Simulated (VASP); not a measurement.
# AlP (kn) (F-43m) in VASP: single point with PBEsol

Aim: the single point of AlP (kn) with PBEsol.

All numbers are computed with VASP 6.6.1; they aren't measurements. Logs are shortened: lines on timing, memory, paths and dates and some standing lists are left out, and cuts for length are marked.

### 1 The cell of the first run

Symmetry: F-43m, No. 216, cubic system. Conventional cell: a = 5.470 Å, b = 5.470 Å, c = 5.470 Å, α = 90.00°, β = 90.00°, γ = 90.00°. Within 3.1 Å of Al (site symmetry -43m) lie 4 P at 2.37 Å. P (site symmetry -43m) has 4 Al at 2.37 Å within 3.1 Å.

### 2 Single point, PBEsol

INCAR

```
SYSTEM = AlP
ALGO     = Normal         ! electronic algorithm
EDIFF    = 1E-6           ! SCF threshold, eV
ENCUT    = 500            ! plane-wave cutoff, eV
GGA      = PS             ! functional
GGA_COMPAT= .False.      
ISIF     = 2              ! what is computed and relaxed
ISMEAR   = 0              ! smearing method
LASPH    = .True.         ! aspherical terms in the spheres
LCHARG   = .False.        ! write CHGCAR
LREAL    = .False.        ! projectors in reciprocal space
LWAVE    = .False.        ! write WAVECAR
NBANDS   = 11             ! bands
NELM     = 120            ! most SCF steps
PREC     = Accurate       ! precision mode
SIGMA    = 0.02           ! smearing width, eV
```

KPOINTS

```
k-points
0
Gamma
  6 6 6
  0 0 0
```

POSCAR

```
AlP
1.0
    0.0000000000      2.7351565840      2.7351565840
    2.7351565840      0.0000000000      2.7351565840
    2.7351565840      2.7351565840      0.0000000000
Al P
1 1
Direct
    0.0000000000      0.0000000000      0.0000000000
    0.2500000000      0.2500000000      0.2500000000
```

Potentials or basis: VASP PAW PBE potentials, release 64 (Al, P).

The run is started by

```console
$ cat potpaw_PBE.64/Al/POTCAR potpaw_PBE.64/P/POTCAR > POTCAR
$ mpirun -np 1 vasp_std > vasp.out
```

OUTCAR:

```text
SYSTEM = AlP
   EDIFF = 1E-6
   ENCUT = 500
   GGA = PS
   ISIF = 2
   ISMEAR = 0
   LASPH = .True.
   LREAL = .False.
   NELM = 120
   PREC = Accurate

 ion  position               nearest neighbor table
   1  0.000  0.000  0.000-   2 2.37   2 2.37   2 2.37   2 2.37
   2  0.250  0.250  0.250-   1 2.37   1 2.37   1 2.37   1 2.37

  LATTYP: Found a face centered cubic cell.
 ALAT       =     5.4703131680

  Lattice vectors:

 A1 = (   0.0000000000,   2.7351565840,   2.7351565840)
 A2 = (   2.7351565840,   0.0000000000,   2.7351565840)
 A3 = (   2.7351565840,   2.7351565840,   0.0000000000)

Analysis of symmetry for initial positions (statically):
=====================================================================
 Subroutine PRICEL returns:
 Original cell was already a primitive cell.

 Routine SETGRP: Setting up the symmetry group for a
 face centered cubic supercell.

 Subroutine GETGRP returns: Found 24 space group operations
 (whereof 24 operations were pure point group operations)
 out of a pool of 48 trial point group operations.

The static configuration has the point symmetry T_d .

Analysis of symmetry for dynamics (positions and initial velocities):
=====================================================================
 Subroutine PRICEL returns:
 Original cell was already a primitive cell.

 Routine SETGRP: Setting up the symmetry group for a
 face centered cubic supercell.

 Subroutine GETGRP returns: Found 24 space group operations
 (whereof 24 operations were pure point group operations)
 out of a pool of 48 trial point group operations.

The dynamic configuration has the point symmetry T_d .

 Subroutine INISYM returns: Found 24 space group operations
 (whereof 24 operations are pure point group operations),
 and found     1 'primitive' translations

----------------------------------------------------------------------------------------

                                     Primitive cell

  volume of cell :      40.9239

  direct lattice vectors                    reciprocal lattice vectors
     0.000000000  2.735156584  2.735156584    -0.182804891  0.182804891  0.182804891
     2.735156584  0.000000000  2.735156584     0.182804891 -0.182804891  0.182804891
     2.735156584  2.735156584  0.000000000     0.182804891  0.182804891 -0.182804891

  length of vectors
     3.868095536  3.868095536  3.868095536     0.316627358  0.316627358  0.316627358

  position of ions in fractional coordinates (direct lattice)
     0.000000000  0.000000000  0.000000000
     0.250000000  0.250000000  0.250000000

  ion indices of the primitive-cell ions
   primitive index   ion index
                 1           1
                 2           2

----------------------------------------------------------------------------------------

 KPOINTS: k-points

Automatic generation of k-mesh.
 Grid dimensions read from file:
 generate k-points for:    6    6    6

 Generating k-lattice:

  Cartesian coordinates                     Fractional coordinates (reciprocal lattice)
    -0.030467482  0.030467482  0.030467482     0.166666667  0.000000000  0.000000000
     0.030467482 -0.030467482  0.030467482     0.000000000  0.166666667  0.000000000
     0.030467482  0.030467482 -0.030467482     0.000000000  0.000000000  0.166666667

  Length of vectors
     0.052771226  0.052771226  0.052771226

  Shift w.r.t. Gamma in fractional coordinates (k-lattice)
     0.000000000  0.000000000  0.000000000

 Subroutine IBZKPT returns following result:
 ===========================================

 Found     16 irreducible k-points:

 Following reciprocal coordinates:
            Coordinates               Weight
  0.000000  0.000000  0.000000      1.000000
  0.166667  0.000000  0.000000      8.000000
  0.333333  0.000000  0.000000      8.000000
  0.500000  0.000000  0.000000      4.000000
  0.166667  0.166667  0.000000      6.000000
  0.333333  0.166667  0.000000     24.000000
[... 8 lines left out ...]
 -0.333333  0.333333  0.166667     24.000000
 -0.333333  0.500000  0.166667     12.000000
   k-points           NKPTS =     16   k-points in BZ     NKDIM =     16   number of bands    NBANDS=     11
   number of dos      NEDOS =    301   number of ions     NIONS =      2
   total plane-waves  NPLWV =  21952
   dimension x,y,z NGX =    28 NGY =   28 NGZ =   28
   dimension x,y,z NGXF=    56 NGYF=   56 NGZF=   56
   ions per type =               1   1
   NGX,Y,Z   is equivalent  to a cutoff of  12.03, 12.03, 12.03 a.u.
   NGXF,Y,Z  is equivalent  to a cutoff of  24.07, 24.07, 24.07 a.u.
 SYSTEM =  AlP
   PREC   = accura    normal or accurate (medium, high low for compatibility)
   ISTART =      0    job   : 0-new  1-cont  2-samecut
   ICHARG =      2    charge: 1-file 2-atom 10-const
   ISPIN  =      1    spin polarized calculation?
   LNONCOLLINEAR =      F non collinear calculations
   LSORBIT =      F    spin-orbit coupling
   LASPH  =      T    aspherical Exc in radial PAW
   ENCUT  =  500.0 eV  36.75 Ry    6.06 a.u.   7.05  7.05  7.05*2*pi/ulx,y,z
   NELM   =    120;   NELMIN=  2; NELMDL= -5     # of ELM steps
   EDIFF  = 0.1E-05   stopping-criterion for ELM
   LREAL  =      F    real-space projection
   EDIFFG = 0.1E-04   stopping-criterion for IOM
   NSW    =      0    number of steps for IOM
   IBRION =     -1    ionic relax: 0-MD 1-quasi-New 2-CG
   NFREE  =      0    steps in history (QN), initial steepest desc. (CG)
   ISIF   =      2    stress and relaxation
   ISYM   =      2    0-nonsym 1-usesym 2-fastsym
   POTIM  = 0.5000    time-step for ionic-motion
   TEBEG  =    0.0;   TEEND  =   0.0 temperature during run
   PSTRESS=    0.0 pullay stress
   NELECT =       8.0000    total number of electrons
   NUPDOWN=      -1.0000    fix difference up-down
   EMIN   =  10.00;   EMAX   =-10.00  energy-range for DOS
   EFERMI =   0.00;   METHOD = LEGACY
   ISMEAR =     0;   SIGMA  =   0.02  broadening in eV -4-tet -1-fermi 0-gaus
   EFERMI_NEDOS =   21; number of points for ismear=-14 and -15
   IALGO  =     38    algorithm
   IMIX   =      4    mixing-type and parameters
     AMIX     =   0.40;   BMIX     =  1.00
     AMIX_MAG =   1.60;   BMIX_MAG =  1.00
  volume/ion in A,a.u.               =      20.46       138.08
  Fermi-wavevector in a.u.,A,eV,Ry     =   0.950122  1.795470 12.282408  0.902732
  Thomas-Fermi vector in A             =   2.078469
   LORBIT       =      0    0 simple, 1 ext, 2 COOP (PROOUT), +10 PAW based schemes
   GGA     = PS    functional components
   LHFCALC =     F    Hartree Fock is set to
   AEXX    =    0.0000 exact exchange contribution
   IVDW    =     0    specifies the selected vdW correction
   LEPSILON=     F    determine dielectric tensor
   LRPA    =     F    only Hartree local field effects (RPA)
 non-spin polarized calculation
 Gauss-broadening in eV      SIGMA  =   0.02
  energy-cutoff  :      500.00
  volume of cell :       40.92
 maximum number of plane-waves:      1056
   NGX = 15   NGY = 15   NGZ = 15

 number of electron       8.0000000 magnetization

 Free energy of the ion-electron system (eV)
  ---------------------------------------------------
  ext. energy  EPLUGINS =         0.00000000
  ---------------------------------------------------
  free energy    TOTEN  =       -10.98686834 eV

  energy without entropy =      -10.98686834  energy(sigma->0) =      -10.98686834

 E-fermi :   4.6363     XC(G=0):  -9.3416

 val. band max:        4.4884876266   @ k =   0.0000   0.0000   0.0000
 cond. band min:       5.9341802912   @ k =   0.5000   0.5000   0.0000
 fundamental gap:      1.4456926646
 Fermi energy:         4.6362855311

 k-point     1 :       0.0000    0.0000    0.0000
  band No.  band energies     occupation
      1      -7.0074      2.00000
      2       4.4885      2.00000
      3       4.4885      2.00000
      4       4.4885      2.00000
      5       7.6430      0.00000
      6       8.9894      0.00000
      7       8.9894      0.00000
      8       8.9894      0.00000
      9      13.2814      0.00000
     10      13.2814      0.00000
     11      14.5410      0.00000

 k-point     2 :       0.1667    0.0000    0.0000
  band No.  band energies     occupation
      1      -6.7040      2.00000
      2       2.5966      2.00000
      3       4.2448      2.00000
      4       4.2448      2.00000
      5       8.0074      0.00000
      6       9.4234      0.00000
      7       9.4234      0.00000
      8      10.0449      0.00000
      9      12.6138      0.00000
     10      12.6138      0.00000
     11      15.1239      0.00000

 k-point     3 :       0.3333    0.0000    0.0000
  band No.  band energies     occupation
      1      -5.9126      2.00000
      2       0.1258      2.00000
      3       3.8731      2.00000
      4       3.8731      2.00000
      5       7.4367      0.00000
      6       9.4649      0.00000
      7       9.4649      0.00000
      8      12.2567      0.00000
      9      13.5459      0.00000
     10      13.5459      0.00000
     11      14.6139      0.00000

 k-point     4 :       0.5000    0.0000    0.0000
  band No.  band energies     occupation
      1      -5.3220      2.00000
      2      -1.0698      2.00000
      3       3.7237      2.00000
      4       3.7237      2.00000
      5       7.1980      0.00000
      6       9.2317      0.00000
      7       9.2317      0.00000
      8      12.5501      0.00000
      9      15.9823      0.00000
     10      15.9823      0.00000
     11      16.1300      0.00000

 k-point     5 :       0.1667    0.1667    0.0000
  band No.  band energies     occupation
      1      -6.6016      2.00000
      2       2.7736      2.00000
      3       3.7366      2.00000
      4       3.7366      2.00000
      5       7.9951      0.00000
      6       9.0576      0.00000
      7      10.2930      0.00000
      8      10.2930      0.00000
      9      11.4990      0.00000
     10      13.8063      0.00000
     11      16.3598      0.00000
[... 99 lines left out ...]
 k-point    13 :       0.5000    0.5000    0.0000
  band No.  band energies     occupation
      1      -4.6584      2.00000
      2      -0.8349      2.00000
      3       2.3746      2.00000
      4       2.3746      2.00000
      5       5.9342      0.00000
      6       6.8548      0.00000
      7      15.4309      0.00000
      8      15.4309      0.00000
      9      16.3751      0.00000
     10      16.5426      0.00000
     11      16.5426      0.00000

 k-point    14 :       0.5000    0.3333    0.1667
  band No.  band energies     occupation
      1      -5.2858      2.00000
      2       0.0500      2.00000
      3       1.7889      2.00000
      4       2.8833      2.00000
      5       8.2419      0.00000
      6       9.2332      0.00000
      7       9.8999      0.00000
      8      12.6302      0.00000
      9      13.7493      0.00000
     10      15.8661      0.00000
     11      17.7825      0.00000

 k-point    15 :      -0.3333    0.3333    0.1667
  band No.  band energies     occupation
      1      -4.8225      2.00000
      2      -0.5178      2.00000
      3       1.3310      2.00000
      4       2.4867      2.00000
      5       8.4367      0.00000
      6       9.3663      0.00000
      7      11.2931      0.00000
      8      12.0495      0.00000
      9      13.2848      0.00000
     10      16.3082      0.00000
     11      17.3287      0.00000

 k-point    16 :      -0.3333    0.5000    0.1667
  band No.  band energies     occupation
      1      -4.6206      2.00000
      2      -0.5637      2.00000
      3       1.5529      2.00000
      4       1.7923      2.00000
      5       7.6928      0.00000
      6       8.7149      0.00000
      7      12.0393      0.00000
      8      12.4109      0.00000
      9      15.6075      0.00000
     10      16.4149      0.00000
     11      17.6173      0.00000

------------------------ aborting loop because EDIFF is reached ----------------------------------------

  FORCE on cell =-STRESS in cart. coord.  units (eV):
  Direction    XX          YY          ZZ          XY          YZ          ZX
  --------------------------------------------------------------------------------------
  -------------------------------------------------------------------------------------
  Total        0.0205006      0.0205006      0.0205006      0.0000000      0.0000000      0.0000000
  in kB        0.8026029      0.8026029      0.8026029      0.0000000      0.0000000      0.0000000
  external PRESSURE =       0.8026029 kB  Pullay stress =       0.0000000 kB

 VOLUME and BASIS-vectors are now :
 -----------------------------------------------------------------------------
  energy-cutoff  :      500.00
  volume of cell :       40.92
      direct lattice vectors                 reciprocal lattice vectors
     0.000000000  2.735156584  2.735156584    -0.182804891  0.182804891  0.182804891
     2.735156584  0.000000000  2.735156584     0.182804891 -0.182804891  0.182804891
     2.735156584  2.735156584  0.000000000     0.182804891  0.182804891 -0.182804891

 POSITION                                       TOTAL-FORCE (eV/Angst)
 -----------------------------------------------------------------------------------
      0.00000      0.00000      0.00000         0.000000      0.000000      0.000000
      1.36758      1.36758      1.36758        -0.000000     -0.000000     -0.000000
 -----------------------------------------------------------------------------------
    total drift:                                0.000000      0.000000      0.000000

  FREE ENERGIE OF THE ION-ELECTRON SYSTEM (eV)
  ---------------------------------------------------
  free  energy   TOTEN  =       -10.9868683379 eV

  energy  without entropy=      -10.9868683379  energy(sigma->0) =      -10.98686834
```

It took 7.9 s on 1 thread of Intel Xeon 8259CL, shared host; peak memory 0.15 GiB.

Results:

| Property | Result |
| --- | --- |
| Free energy | -10.9869 eV |
| Pressure | 0.1 GPa |
| Band gap on the k mesh | 1.45 eV, indirect (least direct gap 3.15 eV) |

Levels at points of the mesh, in eV from the valence-band top:
```csv
k point,band 2,band 3,band 4,band 5,band 6,band 7
"(0.00, 0.00, 0.00)",0.00,0.00,0.00,3.15,4.50,4.50
"(0.50, 0.00, 0.00)",-5.56,-0.76,-0.76,2.71,4.74,4.74
"(0.50, 0.50, 0.00)",-5.32,-2.11,-2.11,1.45,2.37,10.94
```

Caveat: the PAW data sets were made with another functional, which shifts forces and pressure a little. A k mesh can miss the band edges.
